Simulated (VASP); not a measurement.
SnO2: single point with PBE

Crystal: SnO2.

```
CELL_PARAMETERS angstrom
4.80818 0.00000 0.00000
0.00000 4.80818 0.00000
0.00000 0.00000 3.17910
ATOMIC_POSITIONS crystal
Sn 0.00000 0.00000 0.00000
Sn 0.50000 0.50000 0.50000
O 0.30594 0.30594 0.00000
O 0.19406 0.80594 0.50000
O 0.80594 0.19406 0.50000
O 0.69406 0.69406 0.00000
```

This cell differs from its parent crystal: epitaxial xy strain +1.0%.

- Program: VASP 6.6.1
- Task: single point
- Functional: PBE
- Potentials or basis: VASP PAW PBE potentials, release 64 (Sn_d, O)
- Cutoff: 520 eV
- k mesh: 6 × 6 × 8
- Occupations: fermi-dirac, width 0.02 eV
- Spin: no spin polarisation
- Dipole correction: no
- Further INCAR settings: ALGO = Normal; EDIFF = 1e-06; NBANDS = 35

```
Pressure               : 6.2 GPa
Largest force          : 0.068 eV/Å
Band gap on the k mesh : 1.00 eV, direct
```

Forces on the atoms (eV/Å):
```
Sn   0.000  0.000  0.000
Sn   0.000  0.000  0.000
O   -0.048 -0.048  0.000
O    0.048 -0.048  0.000
O   -0.048  0.048  0.000
O    0.048  0.048  0.000
```

Stress tensor (GPa, compression positive):
```
4.61 0.00 0.00
0.00 4.61 0.00
0.00 0.00 9.50
```

Levels at points of the mesh, in eV from the valence-band top:
```tsv
k point	band 22	band 23	band 24	band 25	band 26	band 27	band 28	band 29	band 30	band 31
(0.00, 0.00, 0.00)	-1.21	-1.21	-0.78	-0.78	0.00	1.00	6.08	6.30	6.30	10.27
(0.50, 0.00, 0.00)	-1.96	-1.17	-1.17	-0.63	-0.63	4.16	4.16	7.07	7.07	10.61
(0.50, 0.50, 0.00)	-1.93	-1.28	-1.28	-0.91	-0.91	4.61	4.61	7.42	7.42	10.66
(0.00, 0.00, 0.50)	-2.62	-1.59	-1.59	-1.22	-1.22	5.89	5.89	9.50	9.50	10.67
(0.50, 0.00, 0.50)	-1.70	-1.07	-1.07	-0.76	-0.76	6.15	6.15	7.74	7.74	10.96
(0.50, 0.50, 0.50)	-2.48	-0.95	-0.95	-0.83	-0.83	4.57	4.57	8.76	8.76	10.86
```

It took 43 s on 1 thread of Intel(R) Xeon(R) 6975P-C (Granite Rapids), with other jobs on the host, peak memory 0.23 GiB.

Caveat: the cell differs from its parent crystal (epitaxial xy strain +1.0%); spin-orbit coupling is left out, which moves the levels of the heavy elements.
